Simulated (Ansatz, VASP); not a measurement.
# SrCl2 in VASP and in Ansatz

POSCAR

```
SrCl2
1.0
    0.0000000000      3.5206059550      3.5206059550
    3.5206059550      0.0000000000      3.5206059550
    3.5206059550      3.5206059550      0.0000000000
Sr Cl
1 2
Direct
    0.0000000000      0.0000000000      0.0000000000
    0.2500000000      0.2500000000      0.2500000000
    0.7500000000      0.7500000000      0.7500000000
```

File INCAR.step1:

```
SYSTEM = SrCl2
PREC = Accurate
ENCUT = 520
ISMEAR = 0
SIGMA = 0.05
LREAL = .FALSE.
LASPH = .TRUE.
NELM = 100
NBANDS = 19
GGA = PE
ALGO = Normal
EDIFF = 1E-4
LWAVE = .TRUE.
LCHARG = .FALSE.
```

File INCAR.step2:

```
SYSTEM = SrCl2
PREC = Accurate
ENCUT = 520
EDIFF = 1E-6
ISMEAR = 0
SIGMA = 0.05
LREAL = .FALSE.
LASPH = .TRUE.
NELM = 100
ALGO = Normal
ISIF = 2
LWAVE = .FALSE.
LCHARG = .TRUE.
METAGGA = R2SCAN
LMIXTAU = .TRUE.
LELF = .TRUE.
LVHAR = .TRUE.
NBANDS = 19
ISTART = 1
```

File KPOINTS:

```
Automatic mesh
0
G
  8 8 8
  0 0 0
```

Input for Ansatz:

```yaml
crystal:
  lattice:
    - [0.0, 3.520605955, 3.520605955]
    - [3.520605955, 0.0, 3.520605955]
    - [3.520605955, 3.520605955, 0.0]
  atoms:
    - { symbol: Sr, position: [0.0, 0.0, 0.0] }
    - { symbol: Cl, position: [0.25, 0.25, 0.25] }
    - { symbol: Cl, position: [0.75, 0.75, 0.75] }
basis:
  ecutwfc: 500
  ecutrho_ratio: 4
kpoints:
  mp_grid: { grid: [8, 8, 8] }
hamiltonian:
  xc: r2scan
scf:
  occupations: { method: gaussian, width: 0.05 }
output:
  forces: true
  stress: true
  eigenvalues: true
  populations: true
```

Alike in both runs: task single point; functional r2SCAN; k mesh 8 × 8 × 8; occupations gaussian, width 0.05 eV; no spin polarisation.

```csv
,VASP,Ansatz
version,VASP 6.6.1,Ansatz 0.2.0
potentials or method,"VASP PAW PBE potentials, release 64 (Sr_sv, Cl), cutoff 520 eV","scalar-relativistic, plane waves, PAW"
valence electrons in the cell,24,24
```

|  | VASP | Ansatz | Ansatz less VASP |
| --- | --- | --- | --- |
| gap on the k mesh at the Fermi level (eV) | 5.86 | 5.86 | 0.000 |
| least direct gap on the mesh (eV) | 6.00 | 6.00 | 0.000 |
| pressure (GPa) | -0.7 | -0.7 | -0.03 |

VASP's potentials were made for PBE, not for r2SCAN.
